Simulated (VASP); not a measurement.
Runs of VASP 6.6.1 on AlN. The structure is that of space group F-43m (No. 216), or close to it. The cells are those of the table. 

```tsv
level	cell	k mesh	grid for exact exchange (PRECFOCK)	share of exact exchange	gap on the mesh (eV)	pressure (GPa)
PBEsol-based global hybrid with 25 % exact exchange	a = 3.068 Å, angles 60.0°, 2 atoms	5 × 5 × 5	Normal	0.25	5.88	(b)
PBE0	a = 3.089 Å, angles 60.0°, 2 atoms	8 × 8 × 8	Normal	0.25	(a)	(c)
r2SCAN	a = 3.129 Å, angles 60.0°, 2 atoms	10 × 10 × 10	-	-	3.90	-7.8
PBEsol-based global hybrid with 25 % exact exchange	a = 3.026 Å, angles 60.0°, 2 atoms	5 × 5 × 5	Normal	0.25	5.95	11.7
```

Alike in all rows: potentials or basis VASP PAW PBE potentials, release 64 (Al, N); no spin polarisation; cutoff (eV) 520.

Question: Fill in the values left out.

Answer: (a) 5.29; (b) 1.5; (c) -0.6.

Caveats: some runs use coarse meshes; the PAW data sets were made with another functional, which shifts forces and pressure a little; an odd mesh through Γ misses points on the zone boundary, where band edges can lie (at least some runs); the cell stands under tension (at least some runs).
